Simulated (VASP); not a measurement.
**Hf: single point with PBEsol**

Hf:

```
Hf
1.0
     0.00000    2.22000    2.18670
     2.22000    0.00000    2.18670
     2.22000    2.22000    0.00000
Hf
1
Cartesian
  0.0000 0.0000 0.0000
```

This cell differs from its parent crystal: strain -0.0150 x Voigt [0, 0, 1, 0, 0, 0].

| Property | Result |
| --- | --- |
| Program | VASP 6.6.1 |
| Task | single point |
| Functional | PBEsol |
| Potentials or basis | VASP PAW PBE potentials, release 64 (Hf_pv) |
| Cutoff | 520 eV |
| k mesh | 18 × 18 × 18 |
| Occupations | gaussian, width 0.15 eV |
| Spin | no spin polarisation |

```
Pressure               : -0.3 GPa
Band gap on the k mesh : zero (bands 5 and 6 overlap by 2.05 eV)
```

Stress tensor (GPa, compression positive):
```
-0.60  0.00  0.00
 0.00 -0.60  0.00
 0.00  0.00  0.25
```

Levels at points of the mesh, in eV from the Fermi level:
```tsv
k point	band 1	band 2	band 3	band 4	band 5	band 6	band 7	band 8	band 9	band 10
(0.00, 0.00, 0.00)	-29.83	-29.83	-29.83	-7.35	1.34	1.34	1.52	4.19	4.45	11.49
(0.50, 0.00, 0.00)	-30.76	-29.96	-29.94	-3.76	0.73	1.06	1.26	6.50	6.62	9.84
(0.50, 0.50, 0.00)	-30.70	-30.18	-30.18	-3.40	-2.30	2.91	6.56	7.23	7.23	10.08
(0.50, 0.00, 0.50)	-30.70	-30.17	-30.14	-3.43	-2.25	2.66	6.57	7.13	7.33	10.20
```

Wall time 120 s on 1 thread of AMD EPYC 7R13, on a shared host, peak memory 0.2 GiB.

Caveat: the cell differs from its parent crystal (strain -0.0150 x Voigt [0, 0, 1, 0, 0, 0]); the PAW data sets were made with another functional, which shifts forces and pressure a little; spin-orbit coupling is left out, which moves the levels of the heavy elements.
